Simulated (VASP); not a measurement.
# SiC (P6_3mc) in VASP: further runs

The runs below take SiC through single point, with PBE.

Program: VASP 6.6.1. These are calculated values, not measurements. Logs are shortened: lines on timing, memory, paths and dates and some standing lists are left out, and cuts for length are marked.

**1. The cell of the first run**

Symmetry: P6_3mc, No. 186, hexagonal system. Conventional cell: a = 2.917 Å, b = 2.917 Å, c = 4.787 Å, α = 90.00°, β = 90.00°, γ = 120.00°. Within 2.4 Å of Si (site symmetry 3m) lie 4 C at 1.79 to 1.80 Å. Within 2.4 Å of C (site symmetry 3m) lie 4 Si at 1.79 to 1.80 Å.

**2. Single point, PBE (volume 8.822 Å^3 an atom, c/a of the conventional cell 1.6410)**

The input, INCAR:

```
ALGO = Normal
EDIFF = 1E-7
ENCUT = 520
GGA = PE
ISIF = 2
ISMEAR = 0
LASPH = True
LCHARG = False
LREAL = False
LWAVE = False
NBANDS = 16
NELM = 100
PREC = Accurate
SIGMA = 0.05
```

The input, KPOINTS:

```
k-points
0
Gamma
  12 12 6
```

The input, POSCAR:

```
SiC
1.0
    2.9174253689      0.0000000000      0.0000000000
   -1.4587126845      2.5265644831      0.0000000000
    0.0000000000      0.0000000000      4.7873689956
Si C
2 2
Direct
    0.3333333333      0.6666666667      0.0047089198
    0.6666666667      0.3333333333      0.5047089198
    0.3333333333      0.6666666667      0.3802910802
    0.6666666667      0.3333333333      0.8802910802
```

Potentials or basis: VASP PAW PBE potentials, release 64 (Si, C).

Launch:

```sh
cat potpaw_PBE.64/Si/POTCAR potpaw_PBE.64/C/POTCAR > POTCAR
mpirun -np 1 vasp_std > vasp.out
```

OUTCAR:

```text
EDIFF = 1E-7
   ENCUT = 520
   GGA = PE
   ISIF = 2
   ISMEAR = 0
   LASPH = True
   LREAL = False
   NELM = 100
   PREC = Accurate

 ion  position               nearest neighbor table
   1  0.333  0.667  0.005-   4 1.79   4 1.79   4 1.79   3 1.80   2 2.93   2 2.93   2 2.93   2 2.93
                             2 2.93   2 2.93
   2  0.667  0.333  0.505-   3 1.79   3 1.79   3 1.79   4 1.80   1 2.93   1 2.93   1 2.93   1 2.93
                             1 2.93   1 2.93
   3  0.333  0.667  0.380-   2 1.79   2 1.79   2 1.79   1 1.80
   4  0.667  0.333  0.880-   1 1.79   1 1.79   1 1.79   2 1.80

  LATTYP: Found a hexagonal cell.
 ALAT       =     2.9174253689
 C/A-ratio  =     1.6409567993

  Lattice vectors:

 A1 = (   2.9174253689,   0.0000000000,   0.0000000000)
 A2 = (  -1.4587126845,   2.5265644831,   0.0000000000)
 A3 = (   0.0000000000,   0.0000000000,   4.7873689956)

Analysis of symmetry for initial positions (statically):
=====================================================================
 Subroutine PRICEL returns:
 Original cell was already a primitive cell.

 Routine SETGRP: Setting up the symmetry group for a
 hexagonal supercell.

 Subroutine GETGRP returns: Found 12 space group operations
 (whereof  6 operations were pure point group operations)
 out of a pool of 24 trial point group operations.

The static configuration has the point symmetry C_3v.
 The point group associated with its full space group is C_6v.

Analysis of symmetry for dynamics (positions and initial velocities):
=====================================================================
 Subroutine PRICEL returns:
 Original cell was already a primitive cell.

 Routine SETGRP: Setting up the symmetry group for a
 hexagonal supercell.

 Subroutine GETGRP returns: Found 12 space group operations
 (whereof  6 operations were pure point group operations)
 out of a pool of 24 trial point group operations.

The dynamic configuration has the point symmetry C_3v.
 The point group associated with its full space group is C_6v.

 Subroutine INISYM returns: Found 12 space group operations
 (whereof  6 operations are pure point group operations),
 and found     1 'primitive' translations

----------------------------------------------------------------------------------------

                                     Primitive cell

  volume of cell :      35.2880

  direct lattice vectors                    reciprocal lattice vectors
     2.917425369  0.000000000  0.000000000     0.342767980  0.197897185  0.000000000
    -1.458712685  2.526564483  0.000000000     0.000000000  0.395794371  0.000000000
     0.000000000  0.000000000  4.787368996     0.000000000  0.000000000  0.208883000

  length of vectors
     2.917425369  2.917425369  4.787368996     0.395794371  0.395794371  0.208883000

  position of ions in fractional coordinates (direct lattice)
     0.333333333  0.666666667  0.004708920
     0.666666667  0.333333333  0.504708920
     0.333333333  0.666666667  0.380291080
     0.666666667  0.333333333  0.880291080

  ion indices of the primitive-cell ions
   primitive index   ion index
                 1           1
                 2           2
                 3           3
                 4           4

----------------------------------------------------------------------------------------

 KPOINTS: k-points

Automatic generation of k-mesh.
 Grid dimensions read from file:
 generate k-points for:   12   12    6

 Generating k-lattice:

  Cartesian coordinates                     Fractional coordinates (reciprocal lattice)
     0.028563998  0.016491432  0.000000000     0.083333333  0.000000000  0.000000000
     0.000000000  0.032982864  0.000000000     0.000000000  0.083333333  0.000000000
     0.000000000  0.000000000  0.034813833     0.000000000  0.000000000  0.166666667

  Length of vectors
     0.032982864  0.032982864  0.034813833

  Shift w.r.t. Gamma in fractional coordinates (k-lattice)
     0.000000000  0.000000000  0.000000000

 Subroutine IBZKPT returns following result:
 ===========================================

 Found     76 irreducible k-points:

 Following reciprocal coordinates:
            Coordinates               Weight
  0.000000  0.000000  0.000000      1.000000
  0.083333 -0.000000  0.000000      6.000000
  0.166667 -0.000000  0.000000      6.000000
  0.250000  0.000000  0.000000      6.000000
  0.333333  0.000000  0.000000      6.000000
  0.416667  0.000000  0.000000      6.000000
[... 16 lines left out ...]
  0.250000  0.000000  0.166667     12.000000
  0.333333  0.000000  0.166667     12.000000
 [... further k-points ...]
   k-points           NKPTS =     76   k-points in BZ     NKDIM =     76   number of bands    NBANDS=     16
   number of dos      NEDOS =    301   number of ions     NIONS =      4
   total plane-waves  NPLWV =  20736
   dimension x,y,z NGX =    24 NGY =   24 NGZ =   36
   dimension x,y,z NGXF=    48 NGYF=   48 NGZF=   72
   ions per type =               2   2
   NGX,Y,Z   is equivalent  to a cutoff of  13.68, 13.68, 12.50 a.u.
   NGXF,Y,Z  is equivalent  to a cutoff of  27.35, 27.35, 25.00 a.u.
 SYSTEM =  unknown system
   PREC   = accura    normal or accurate (medium, high low for compatibility)
   ISTART =      0    job   : 0-new  1-cont  2-samecut
   ICHARG =      2    charge: 1-file 2-atom 10-const
   ISPIN  =      1    spin polarized calculation?
   LNONCOLLINEAR =      F non collinear calculations
   LSORBIT =      F    spin-orbit coupling
   LASPH  =      T    aspherical Exc in radial PAW
   ENCUT  =  520.0 eV  38.22 Ry    6.18 a.u.   5.42  5.42  8.90*2*pi/ulx,y,z
   NELM   =    100;   NELMIN=  2; NELMDL= -5     # of ELM steps
   EDIFF  = 0.1E-06   stopping-criterion for ELM
   LREAL  =      F    real-space projection
   EDIFFG = 0.1E-05   stopping-criterion for IOM
   NSW    =      0    number of steps for IOM
   IBRION =     -1    ionic relax: 0-MD 1-quasi-New 2-CG
   NFREE  =      0    steps in history (QN), initial steepest desc. (CG)
   ISIF   =      2    stress and relaxation
   ISYM   =      2    0-nonsym 1-usesym 2-fastsym
   POTIM  = 0.5000    time-step for ionic-motion
   TEBEG  =    0.0;   TEEND  =   0.0 temperature during run
   PSTRESS=    0.0 pullay stress
   NELECT =      16.0000    total number of electrons
   NUPDOWN=      -1.0000    fix difference up-down
   EMIN   =  10.00;   EMAX   =-10.00  energy-range for DOS
   EFERMI =   0.00;   METHOD = LEGACY
   ISMEAR =     0;   SIGMA  =   0.05  broadening in eV -4-tet -1-fermi 0-gaus
   EFERMI_NEDOS =   21; number of points for ismear=-14 and -15
   IALGO  =     38    algorithm
   IMIX   =      4    mixing-type and parameters
     AMIX     =   0.40;   BMIX     =  1.00
     AMIX_MAG =   1.60;   BMIX_MAG =  1.00
  volume/ion in A,a.u.               =       8.82        59.53
  Fermi-wavevector in a.u.,A,eV,Ry     =   1.257687  2.376683 21.521368  1.581776
  Thomas-Fermi vector in A             =   2.391333
   LORBIT       =      0    0 simple, 1 ext, 2 COOP (PROOUT), +10 PAW based schemes
   GGA     = PE    functional components
   LHFCALC =     F    Hartree Fock is set to
   AEXX    =    0.0000 exact exchange contribution
   IVDW    =     0    specifies the selected vdW correction
   LEPSILON=     F    determine dielectric tensor
   LRPA    =     F    only Hartree local field effects (RPA)
 non-spin polarized calculation
 Gauss-broadening in eV      SIGMA  =   0.05
  energy-cutoff  :      520.00
  volume of cell :       35.29
 maximum number of plane-waves:       978
 NGX is ok and might be reduce to    24
   NGX = 11   NGY = 11   NGZ = 17

 number of electron      16.0000002 magnetization

 Free energy of the ion-electron system (eV)
  ---------------------------------------------------
  ext. energy  EPLUGINS =         0.00000000
  ---------------------------------------------------
  free energy    TOTEN  =       -29.16238517 eV

  energy without entropy =      -29.16238517  energy(sigma->0) =      -29.16238517

 E-fermi :  10.4004     XC(G=0): -12.0571

 val. band max:       10.1672589351   @ k =   0.0000   0.0000   0.0000
 cond. band min:      12.1286585038   @ k =   0.3333   0.3333   0.0000
 fundamental gap:      1.9613995687
 Fermi energy:        10.4003630510

 k-point     1 :       0.0000    0.0000    0.0000
  band No.  band energies     occupation
      1      -6.7280      2.00000
      2      -2.5267      2.00000
      3       0.4998      2.00000
      4       8.7860      2.00000
      5       8.7860      2.00000
      6      10.0423      2.00000
[... 8 lines left out ...]
     15      20.3065      0.00000
     16      22.2599      0.00000

 k-point     2 :       0.0833   -0.0000    0.0000
  band No.  band energies     occupation
      1      -6.5916      2.00000
      2      -2.4111      2.00000
      3       0.6309      2.00000
      4       8.0606      2.00000
      5       8.5408      2.00000
      6       9.7156      2.00000
[... 8 lines left out ...]
     15      20.5894      0.00000
     16      21.2391      0.00000

 k-point     3 :       0.1667   -0.0000    0.0000
  band No.  band energies     occupation
      1      -6.1855      2.00000
      2      -2.0737      2.00000
      3       1.0187      2.00000
      4       6.4320      2.00000
      5       7.9970      2.00000
      6       8.5915      2.00000
[... 8 lines left out ...]
     15      20.9008      0.00000
     16      20.9088      0.00000

 k-point     4 :       0.2500    0.0000    0.0000
  band No.  band energies     occupation
      1      -5.5203      2.00000
      2      -1.5534      2.00000
      3       1.6374      2.00000
      4       4.5821      2.00000
      5       7.1392      2.00000
      6       7.4154      2.00000
[... 8 lines left out ...]
     15      21.3575      0.00000
     16      21.8639      0.00000

 k-point     5 :       0.3333    0.0000    0.0000
  band No.  band energies     occupation
      1      -4.6219      2.00000
      2      -0.9868      2.00000
      3       2.2788      2.00000
      4       3.0984      2.00000
      5       5.6221      2.00000
      6       6.9379      2.00000
[... 8 lines left out ...]
     15      22.3707      0.00000
     16      23.6443      0.00000

 k-point     6 :       0.4167    0.0000    0.0000
  band No.  band energies     occupation
      1      -3.5701      2.00000
      2      -0.8851      2.00000
      3       1.8592      2.00000
      4       3.5642      2.00000
      5       4.2609      2.00000
      6       6.6316      2.00000
[... 8 lines left out ...]
     15      22.9290      0.00000
     16      23.7517      0.00000
[... 267 lines left out ...]
 k-point    21 :       0.0833   -0.0000    0.1667
  band No.  band energies     occupation
      1      -6.4385      2.00000
      2      -3.1047      2.00000
      3       1.5609      2.00000
      4       8.1573      2.00000
      5       8.6290      2.00000
      6       9.1326      2.00000
[... 8 lines left out ...]
     15      20.2544      0.00000
     16      21.9325      0.00000

 k-point    22 :       0.1667   -0.0000    0.1667
  band No.  band energies     occupation
      1      -6.0335      2.00000
      2      -2.7438      2.00000
      3       1.9065      2.00000
      4       6.5617      2.00000
      5       8.0972      2.00000
      6       8.1943      2.00000
[... 8 lines left out ...]
     15      20.9606      0.00000
     16      21.5700      0.00000

 k-point    23 :       0.2500    0.0000    0.1667
  band No.  band energies     occupation
      1      -5.3705      2.00000
      2      -2.1728      2.00000
      3       2.3980      2.00000
      4       4.7914      2.00000
      5       6.7093      2.00000
      6       7.5241      2.00000
[... 8 lines left out ...]
     15      21.9580      0.00000
     16      22.3362      0.00000

 k-point    24 :       0.3333    0.0000    0.1667
  band No.  band energies     occupation
      1      -4.4762      2.00000
      2      -1.4852      2.00000
      3       2.3392      2.00000
      4       3.8691      2.00000
      5       5.1356      2.00000
      6       7.0516      2.00000
[... 8 lines left out ...]
     15      23.0681      0.00000
     16      23.5785      0.00000

 [... further k-points ...]
[... 5 lines left out ...]
  --------------------------------------------------------------------------------------
  -------------------------------------------------------------------------------------
  Total       11.5146485     11.5146485     11.2918483     -0.0000000      0.0000000      0.0000000
  in kB      522.7983680    522.7983680    512.6825956     -0.0000000      0.0000000      0.0000000
  external PRESSURE =     519.4264439 kB  Pullay stress =       0.0000000 kB

 VOLUME and BASIS-vectors are now :
 -----------------------------------------------------------------------------
  energy-cutoff  :      520.00
  volume of cell :       35.29
      direct lattice vectors                 reciprocal lattice vectors
     2.917425369  0.000000000  0.000000000     0.342767980  0.197897185  0.000000000
    -1.458712685  2.526564483  0.000000000     0.000000000  0.395794371  0.000000000
     0.000000000  0.000000000  4.787368996     0.000000000  0.000000000  0.208883000

 POSITION                                       TOTAL-FORCE (eV/Angst)
 -----------------------------------------------------------------------------------
     -0.00000      1.68438      0.02254        -0.000000      0.000000     -0.001814
      1.45871      0.84219      2.41623         0.000000      0.000000     -0.001814
     -0.00000      1.68438      1.82059        -0.000000      0.000000      0.001814
      1.45871      0.84219      4.21428         0.000000     -0.000000      0.001814
 -----------------------------------------------------------------------------------
    total drift:                               -0.000000      0.000000     -0.000192

  FREE ENERGIE OF THE ION-ELECTRON SYSTEM (eV)
  ---------------------------------------------------
  free  energy   TOTEN  =       -29.1623851723 eV

  energy  without entropy=      -29.1623851723  energy(sigma->0) =      -29.16238517
```

Run time: 16 s. Hardware: 1 thread of Intel Xeon 6975P-C (Granite Rapids), shared host; peak memory 0.17 GiB.

Results:

| Property | Result |
| --- | --- |
| Free energy | -29.1624 eV |
| Pressure | 51.9 GPa |
| Band gap on the k mesh | 1.96 eV, indirect (least direct gap 4.28 eV) |

Stress tensor (GPa, compression positive):
```
52.28  0.00  0.00
 0.00 52.28  0.00
 0.00  0.00 51.27
```

 A k mesh can miss the band edges.

**3. Single point, PBE (volume 8.822 Å^3 an atom, c/a of the conventional cell 1.5765)**

The input, INCAR:

```
PREC     = Accurate       # precision mode
ENCUT    = 520            # plane-wave cutoff, eV
EDIFF    = 1E-7           # SCF threshold, eV
ISMEAR   = 0              # smearing method
SIGMA    = 0.05           # smearing width, eV
LREAL    = F              # projectors in reciprocal space
LASPH    = T              # aspherical terms in the spheres
NELM     = 80             # most SCF steps
ALGO     = Normal         # electronic algorithm
ISIF     = 2              # what is computed and relaxed
LWAVE    = F              # write WAVECAR
LCHARG   = T              # write CHGCAR
GGA      = PE             # functional
LELF     = T              # ELF
LVHAR    = T            
NBANDS   = 16             # bands
```

The input, KPOINTS:

```
Automatic mesh
0
Gamma
  12 12 6
```

The input, POSCAR:

```
SiC
1.0
    2.9566560977      0.0000000000      0.0000000000
   -1.4783280488      2.5605392908      0.0000000000
    0.0000000000      0.0000000000      4.6611683379
Si C
2 2
Direct
    0.3333333333      0.6666666667      0.0008969464
    0.6666666667      0.3333333333      0.5008969464
    0.3333333333      0.6666666667      0.3841030536
    0.6666666667      0.3333333333      0.8841030536
```

Potentials or basis: VASP PAW PBE potentials, release 64 (Si, C).

Launch:

```sh
cat potpaw_PBE.64/Si/POTCAR potpaw_PBE.64/C/POTCAR > POTCAR
mpirun -np 1 vasp_std > vasp.out
```

It took 15 s on 1 thread of Intel Xeon 6975P-C (Granite Rapids), shared host; peak memory 0.16 GiB.

The run converged. Its results:

```yaml
Free_energy: -29.1017 eV
Pressure: 51.5 GPa
Band_gap_on_the_k_mesh: 1.94 eV, indirect (least direct gap 3.97 eV)
```

Stress tensor (GPa, compression positive):
```
44.46  0.00  0.00
 0.00 44.46  0.00
 0.00  0.00 65.70
```

Levels at points of the mesh, in eV from the valence-band top:
| k point | band 4 | band 5 | band 6 | band 7 | band 8 | band 9 | band 10 | band 11 | band 12 | band 13 |
| --- | --- | --- | --- | --- | --- | --- | --- | --- | --- | --- |
| (0.00, 0.00, 0.00) | -2.03 | -2.03 | -0.44 | -0.44 | 0.00 | 5.22 | 6.99 | 6.99 | 8.09 | 9.20 |
| (0.50, 0.00, 0.00) | -6.79 | -6.23 | -4.23 | -3.95 | -1.55 | 2.41 | 4.48 | 7.43 | 7.72 | 11.24 |
| (0.00, 0.00, 0.50) | -4.59 | -1.30 | -1.30 | -1.30 | -1.30 | 6.52 | 6.52 | 7.59 | 7.59 | 7.59 |
| (0.50, 0.00, 0.50) | -9.38 | -3.15 | -3.15 | -2.48 | -2.48 | 3.43 | 3.43 | 5.84 | 5.84 | 11.45 |

 A k mesh can miss the band edges.

**4. Single point, PBE (volume 8.822 Å^3 an atom, c/a of the conventional cell 1.7081)**

The input, INCAR:

```
SYSTEM = SiC
  ALGO = Normal
  EDIFF = 1E-6
  ENCUT = 520
  GGA = PE
  ISIF = 2
  ISMEAR = 0
  LASPH = .True.
  LCHARG = .True.
  LELF = .True.
  LREAL = .False.
  LVHAR = .True.
  LWAVE = .False.
  NBANDS = 16
  NELM = 80
  PREC = Accurate
  SIGMA = 0.05
```

The input, KPOINTS:

```
k-points
0
Gamma
  12 12 6
  0 0 0
```

The input, POSCAR:

```
SiC
1.0
    2.8786865155      0.0000000000      0.0000000000
   -1.4393432578      2.4930156520      0.0000000000
    0.0000000000      0.0000000000      4.9170844372
Si C
2 2
Direct
    0.3333333333      0.6666666667      0.0080072548
    0.6666666667      0.3333333333      0.5080072548
    0.3333333333      0.6666666667      0.3769927452
    0.6666666667      0.3333333333      0.8769927452
```

Launch:

```sh
cat potpaw_PBE.64/Si/POTCAR potpaw_PBE.64/C/POTCAR > POTCAR
mpirun -np 1 vasp_std > vasp.out
```

It took 14 s on 1 thread of Intel Xeon 6975P-C (Granite Rapids), shared host; peak memory 0.17 GiB.

It converged, with:

```
Free energy            : -29.0849 eV
Pressure               : 52.1 GPa
Largest force          : 0.004 eV/Å
Band gap on the k mesh : 1.51 eV, indirect (least direct gap 4.56 eV)
```

Forces in eV/Å, atoms in the order of the input:
```
Si   0.000  0.000 -0.004
Si   0.000  0.000 -0.004
C    0.000  0.000  0.004
C    0.000  0.000  0.004
```

Stress tensor (GPa, compression positive):
```
60.60  0.00  0.00
 0.00 60.60  0.00
 0.00  0.00 35.02
```

Levels at points of the mesh, in eV from the valence-band top:
```tsv
k point	band 5	band 6	band 7	band 8	band 9	band 10	band 11	band 12
(0.00, 0.00, 0.00)	-1.20	-0.74	0.00	0.00	6.59	6.71	7.90	7.90
(0.50, 0.00, 0.00)	-6.23	-4.04	-3.52	-1.35	3.20	3.79	7.64	8.03
(0.00, 0.00, 0.50)	-0.64	-0.64	-0.64	-0.64	7.55	7.55	8.46	8.46
(0.50, 0.00, 0.50)	-2.96	-2.96	-2.62	-2.62	3.20	3.20	5.76	5.76
```

(Continued in part 2 of 2.)
